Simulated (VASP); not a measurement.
# Mg (Fd-3m) in VASP: single point with PBEsol

Aim: the single point of Mg with PBEsol.

Program: VASP 6.6.1. These are calculated values, not measurements. Logs are shortened: lines on timing, memory, paths and dates and some standing lists are left out, and cuts for length are marked.

### Step 1. The cell of the first run

Symmetry: Fd-3m, No. 227, cubic system. The conventional cell has a = 6.121 Å, b = 6.121 Å, c = 6.121 Å, α = 90.00°, β = 90.00°, γ = 90.00°. Within 3.5 Å of Mg (site symmetry -43m) lie 4 Mg at 2.65 Å.

This isn't the form of Mg at room conditions, which is hcp.

### Step 2. Single point, PBEsol

INCAR reads:

```
ALGO = Normal
EDIFF = 1E-6
ENCUT = 520
GGA = PS
ISIF = 2
ISMEAR = -1
LASPH = True
LCHARG = False
LREAL = False
LWAVE = False
NBANDS = 9
NELM = 80
PREC = Accurate
SIGMA = 0.05
```

KPOINTS reads:

```
k-points
0
Gamma
  9 9 9
```

POSCAR reads:

```
Mg
1.0
    0.0000000000      3.0606187252      3.0606187252
    3.0606187252      0.0000000000      3.0606187252
    3.0606187252      3.0606187252      0.0000000000
Mg
2
Direct
   -0.1250000000     -0.1250000000     -0.1250000000
    0.1250000000      0.1250000000      0.1250000000
```

Potentials or basis: VASP PAW PBE potentials, release 64 (Mg).

Run with:

```
$ cat potpaw_PBE.64/Mg/POTCAR > POTCAR
$ mpirun -np 1 vasp_std > vasp.out
```

OUTCAR:

```text
EDIFF = 1E-6
   ENCUT = 520
   GGA = PS
   ISIF = 2
   ISMEAR = -1
   LASPH = True
   LREAL = False
   NELM = 80
   PREC = Accurate

 ion  position               nearest neighbor table
   1  0.875  0.875  0.875-   2 2.65   2 2.65   2 2.65   2 2.65
   2  0.125  0.125  0.125-   1 2.65   1 2.65   1 2.65   1 2.65

  LATTYP: Found a face centered cubic cell.
 ALAT       =     6.1212374504

  Lattice vectors:

 A1 = (   0.0000000000,   3.0606187252,   3.0606187252)
 A2 = (   3.0606187252,   0.0000000000,   3.0606187252)
 A3 = (   3.0606187252,   3.0606187252,   0.0000000000)

Analysis of symmetry for initial positions (statically):
=====================================================================
 Subroutine PRICEL returns:
 Original cell was already a primitive cell.

 Routine SETGRP: Setting up the symmetry group for a
 face centered cubic supercell.

 Subroutine GETGRP returns: Found 48 space group operations
 (whereof 12 operations were pure point group operations)
 out of a pool of 48 trial point group operations.

The static configuration has the point symmetry D_3d.
 The point group associated with its full space group is O_h .

Analysis of symmetry for dynamics (positions and initial velocities):
=====================================================================
 Subroutine PRICEL returns:
 Original cell was already a primitive cell.

 Routine SETGRP: Setting up the symmetry group for a
 face centered cubic supercell.

 Subroutine GETGRP returns: Found 48 space group operations
 (whereof 12 operations were pure point group operations)
 out of a pool of 48 trial point group operations.

The dynamic configuration has the point symmetry D_3d.
 The point group associated with its full space group is O_h .

 Subroutine INISYM returns: Found 48 space group operations
 (whereof 12 operations are pure point group operations),
 and found     1 'primitive' translations

----------------------------------------------------------------------------------------

                                     Primitive cell

  volume of cell :      57.3400

  direct lattice vectors                    reciprocal lattice vectors
     0.000000000  3.060618725  3.060618725    -0.163365661  0.163365661  0.163365661
     3.060618725  0.000000000  3.060618725     0.163365661 -0.163365661  0.163365661
     3.060618725  3.060618725  0.000000000     0.163365661  0.163365661 -0.163365661

  length of vectors
     4.328368510  4.328368510  4.328368510     0.282957624  0.282957624  0.282957624

  position of ions in fractional coordinates (direct lattice)
     0.875000000  0.875000000  0.875000000
     0.125000000  0.125000000  0.125000000

  ion indices of the primitive-cell ions
   primitive index   ion index
                 1           1
                 2           2

----------------------------------------------------------------------------------------

 KPOINTS: k-points

Automatic generation of k-mesh.
 Grid dimensions read from file:
 generate k-points for:    9    9    9

 Generating k-lattice:

  Cartesian coordinates                     Fractional coordinates (reciprocal lattice)
    -0.018151740  0.018151740  0.018151740     0.111111111  0.000000000  0.000000000
     0.018151740 -0.018151740  0.018151740     0.000000000  0.111111111  0.000000000
     0.018151740  0.018151740 -0.018151740     0.000000000  0.000000000  0.111111111

  Length of vectors
     0.031439736  0.031439736  0.031439736

  Shift w.r.t. Gamma in fractional coordinates (k-lattice)
     0.000000000  0.000000000  0.000000000

 Subroutine IBZKPT returns following result:
 ===========================================

 Found     35 irreducible k-points:

 Following reciprocal coordinates:
            Coordinates               Weight
  0.000000  0.000000  0.000000      1.000000
  0.111111  0.000000  0.000000      8.000000
  0.222222  0.000000  0.000000      8.000000
  0.333333  0.000000  0.000000      8.000000
  0.444444  0.000000  0.000000      8.000000
  0.111111  0.111111  0.000000      6.000000
[... 16 lines left out ...]
 -0.333333  0.333333  0.000000     12.000000
  0.444444  0.444444  0.000000      6.000000
 [... further k-points ...]
   k-points           NKPTS =     35   k-points in BZ     NKDIM =     35   number of bands    NBANDS=      9
   number of dos      NEDOS =    301   number of ions     NIONS =      2
   total plane-waves  NPLWV =  32768
   dimension x,y,z NGX =    32 NGY =   32 NGZ =   32
   dimension x,y,z NGXF=    64 NGYF=   64 NGZF=   64
   ions per type =               2
   NGX,Y,Z   is equivalent  to a cutoff of  12.29, 12.29, 12.29 a.u.
   NGXF,Y,Z  is equivalent  to a cutoff of  24.58, 24.58, 24.58 a.u.
 SYSTEM =  unknown system
   PREC   = accura    normal or accurate (medium, high low for compatibility)
   ISTART =      0    job   : 0-new  1-cont  2-samecut
   ICHARG =      2    charge: 1-file 2-atom 10-const
   ISPIN  =      1    spin polarized calculation?
   LNONCOLLINEAR =      F non collinear calculations
   LSORBIT =      F    spin-orbit coupling
   LASPH  =      T    aspherical Exc in radial PAW
   ENCUT  =  520.0 eV  38.22 Ry    6.18 a.u.   8.05  8.05  8.05*2*pi/ulx,y,z
   NELM   =     80;   NELMIN=  2; NELMDL= -5     # of ELM steps
   EDIFF  = 0.1E-05   stopping-criterion for ELM
   LREAL  =      F    real-space projection
   EDIFFG = 0.1E-04   stopping-criterion for IOM
   NSW    =      0    number of steps for IOM
   IBRION =     -1    ionic relax: 0-MD 1-quasi-New 2-CG
   NFREE  =      0    steps in history (QN), initial steepest desc. (CG)
   ISIF   =      2    stress and relaxation
   ISYM   =      2    0-nonsym 1-usesym 2-fastsym
   POTIM  = 0.5000    time-step for ionic-motion
   TEBEG  =    0.0;   TEEND  =   0.0 temperature during run
   PSTRESS=    0.0 pullay stress
   NELECT =       4.0000    total number of electrons
   NUPDOWN=      -1.0000    fix difference up-down
   EMIN   =  10.00;   EMAX   =-10.00  energy-range for DOS
   EFERMI =   0.00;   METHOD = LEGACY
   ISMEAR =    -1;   SIGMA  =   0.05  broadening in eV -4-tet -1-fermi 0-gaus
   EFERMI_NEDOS =   21; number of points for ismear=-14 and -15
   IALGO  =     38    algorithm
   IMIX   =      4    mixing-type and parameters
     AMIX     =   0.40;   BMIX     =  1.00
     AMIX_MAG =   1.60;   BMIX_MAG =  1.00
  volume/ion in A,a.u.               =      28.67       193.47
  Fermi-wavevector in a.u.,A,eV,Ry     =   0.673921  1.273526  6.179350  0.454169
  Thomas-Fermi vector in A             =   1.750485
   LORBIT       =      0    0 simple, 1 ext, 2 COOP (PROOUT), +10 PAW based schemes
   GGA     = PS    functional components
   LHFCALC =     F    Hartree Fock is set to
   AEXX    =    0.0000 exact exchange contribution
   IVDW    =     0    specifies the selected vdW correction
   LEPSILON=     F    determine dielectric tensor
   LRPA    =     F    only Hartree local field effects (RPA)
 non-spin polarized calculation
  energy-cutoff  :      520.00
  volume of cell :       57.34
 maximum number of plane-waves:      1560
   NGX = 17   NGY = 17   NGZ = 17

 number of electron       4.0000000 magnetization

 Free energy of the ion-electron system (eV)
  ---------------------------------------------------
  ext. energy  EPLUGINS =         0.00000000
  ---------------------------------------------------
  free energy    TOTEN  =        -1.45966815 eV

  energy without entropy =       -1.45182516  energy(sigma->0) =       -1.45574665

 E-fermi :   1.3527     XC(G=0):  -7.7390

 val. band max:        1.1917625639   @ k =   0.3333   0.1111   0.0000
 cond. band min:       1.3535977438   @ k =  -0.3333   0.4444   0.2222
 fundamental gap:      0.1618351800
 Fermi energy:         1.3526508195

 k-point     1 :       0.0000    0.0000    0.0000
  band No.  band energies     occupation
      1      -4.7042      2.00000
      2       5.4327      0.00000
      3       5.4327      0.00000
      4       5.4327      0.00000
      5       6.4018      0.00000
      6       6.4018      0.00000
      7       6.4018      0.00000
      8       9.4659      0.00000
      9       9.4664      0.00000

 k-point     2 :       0.1111    0.0000    0.0000
  band No.  band energies     occupation
      1      -4.5595      2.00000
      2       4.0976      0.00000
      3       5.1140      0.00000
      4       5.1140      0.00000
      5       6.8345      0.00000
      6       6.8523      0.00000
      7       6.8523      0.00000
      8       8.9176      0.00000
      9       8.9176      0.00000

 k-point     3 :       0.2222    0.0000    0.0000
  band No.  band energies     occupation
      1      -4.1287      2.00000
      2       2.2526      0.00000
      3       4.7276      0.00000
      4       4.7276      0.00000
      5       6.8107      0.00000
      6       7.0983      0.00000
      7       7.0983      0.00000
      8       8.8194      0.00000
      9       8.8194      0.00000

 k-point     4 :       0.3333    0.0000    0.0000
  band No.  band energies     occupation
      1      -3.4260      2.00000
      2       0.5367      2.00000
      3       4.4985      0.00000
      4       4.4985      0.00000
      5       6.6045      0.00000
      6       6.6045      0.00000
      7       6.6967      0.00000
      8       8.9873      0.00000
      9       9.9763      0.00000

 k-point     5 :       0.4444    0.0000    0.0000
  band No.  band energies     occupation
      1      -2.5329      2.00000
      2      -0.8753      2.00000
      3       4.4095      0.00000
      4       4.4095      0.00000
      5       6.2382      0.00000
      6       6.2382      0.00000
      7       6.6537      0.00000
      8       8.5626      0.00000
      9      11.5186      0.00000

 k-point     6 :       0.1111    0.1111    0.0000
  band No.  band energies     occupation
      1      -4.5112      2.00000
      2       4.5254      0.00000
      3       4.5254      0.00000
      4       4.8370      0.00000
      5       5.8578      0.00000
      6       7.5559      0.00000
      7       7.5559      0.00000
      8       7.8539      0.00000
      9       9.6599      0.00000
[... 169 lines left out ...]
 k-point    21 :       0.4444    0.3333    0.0000
  band No.  band energies     occupation
      1      -2.2911      2.00000
      2       0.8002      1.99997
      3       1.8637      0.00007
      4       2.7586      0.00000
      5       4.2741      0.00000
      6       5.2747      0.00000
      7      10.4376      0.00000
      8      11.1553      0.00000
      9      12.7751      0.00000

 k-point    22 :      -0.4444    0.3333    0.0000
  band No.  band energies     occupation
      1      -1.4043      2.00000
      2      -0.1456      2.00000
      3       0.8230      1.99995
      4       2.8775      0.00000
      5       4.3896      0.00000
      6       6.8701      0.00000
      7       9.8926      0.00000
      8      10.9820      0.00000
      9      11.4934      0.00000

 k-point    23 :      -0.3333    0.3333    0.0000
  band No.  band energies     occupation
      1      -1.4782      2.00000
      2      -0.0651      2.00000
      3       0.4276      2.00000
      4       3.2382      0.00000
      5       4.7924      0.00000
      6       8.5501      0.00000
      7       9.4776      0.00000
      8       9.6235      0.00000
      9      10.7307      0.00000

 k-point    24 :       0.4444    0.4444    0.0000
  band No.  band energies     occupation
      1      -1.6840      2.00000
      2      -0.0688      2.00000
      3       2.5501      0.00000
      4       2.5501      0.00000
      5       3.9810      0.00000
      6       4.0592      0.00000
      7      12.3294      0.00000
      8      12.3294      0.00000
      9      12.5635      0.00000

 [... further k-points ...]
[... 5 lines left out ...]
  --------------------------------------------------------------------------------------
  -------------------------------------------------------------------------------------
  Total        2.3789270      2.3789270      2.3789270      0.0000000      0.0000000     -0.0000000
  in kB       66.4712744     66.4712744     66.4712744      0.0000000      0.0000000     -0.0000000
  external PRESSURE =      66.4712744 kB  Pullay stress =       0.0000000 kB

 VOLUME and BASIS-vectors are now :
 -----------------------------------------------------------------------------
  energy-cutoff  :      520.00
  volume of cell :       57.34
      direct lattice vectors                 reciprocal lattice vectors
     0.000000000  3.060618725  3.060618725    -0.163365661  0.163365661  0.163365661
     3.060618725  0.000000000  3.060618725     0.163365661 -0.163365661  0.163365661
     3.060618725  3.060618725  0.000000000     0.163365661  0.163365661 -0.163365661

 POSITION                                       TOTAL-FORCE (eV/Angst)
 -----------------------------------------------------------------------------------
      5.35608      5.35608      5.35608        -0.000000     -0.000000     -0.000000
      0.76515      0.76515      0.76515         0.000000      0.000000      0.000000
 -----------------------------------------------------------------------------------
    total drift:                                0.000000      0.000000     -0.000000

  FREE ENERGIE OF THE ION-ELECTRON SYSTEM (eV)
  ---------------------------------------------------
  free  energy   TOTEN  =        -1.4596681484 eV

  energy  without entropy=       -1.4518251614  energy(sigma->0) =       -1.45574665
```

It took 7.9 s on 1 thread of Intel Xeon Platinum 8375C at 2.90GHz (Ice Lake), shared host; peak memory 0.17 GiB.

Results:

| Property | Result |
| --- | --- |
| Free energy | -1.4597 eV |
| Pressure | 6.6 GPa |
| Band gap on the k mesh | zero (bands 2 and 3 overlap by 5.01 eV) |

Caveat: the cell stands under pressure; the PAW data sets were made with another functional, which shifts forces and pressure a little.

The gap in the log of VASP goes by the Fermi energy; the results here count the filled bands.